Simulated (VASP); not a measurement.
Runs of VASP 6.6.1 on AlNi. The structure is that of space group C2/m (No. 12), or close to it. The cells are those of the table. 

```csv
level,potentials or basis,cell,gap on the mesh (eV),pressure (GPa),moment (μB)
PBEsol,"VASP PAW PBE potentials, release 64 (Ni, Al)","a = 2.635, b = 2.635, c = 4.027 Å, angles 106.4, 106.4, 62.4°, 2 atoms",none,7.3,0.00
LDA,"VASP PAW LDA potentials, release 64 (Ni, Al)","a = 2.654, b = 2.654, c = 4.056 Å, angles 106.4, 106.4, 62.4°, 2 atoms",none,(b),0.00
PBE,"VASP PAW PBE potentials, release 64 (Ni, Al)","a = 2.690, b = 2.690, c = 4.111 Å, angles 106.4, 106.4, 62.4°, 2 atoms",none,(a),0.00
PBE,"VASP PAW PBE potentials, release 64 (Ni, Al)","a = 2.708, b = 2.708, c = 4.138 Å, angles 106.4, 106.4, 62.4°, 2 atoms",none,-0.4,0.00
PBEsol,"VASP PAW PBE potentials, release 64 (Ni, Al)","a = 2.654, b = 2.654, c = 4.056 Å, angles 106.4, 106.4, 62.4°, 2 atoms",none,3.5,0.00
```

Alike in all rows: task single point; spin collinear, ferromagnetic start; k mesh 11 × 11 × 7; cutoff (eV) 520; smearing fermi-dirac 0.05 eV.

Problem. Estimate the missing entries.

Solution. (a) 2.2; (b) -1.4.

Caveats: the PAW data sets were made with another functional, which shifts forces and pressure a little (some runs).

A gap of «none» marks levels without a gap at the run's occupations.
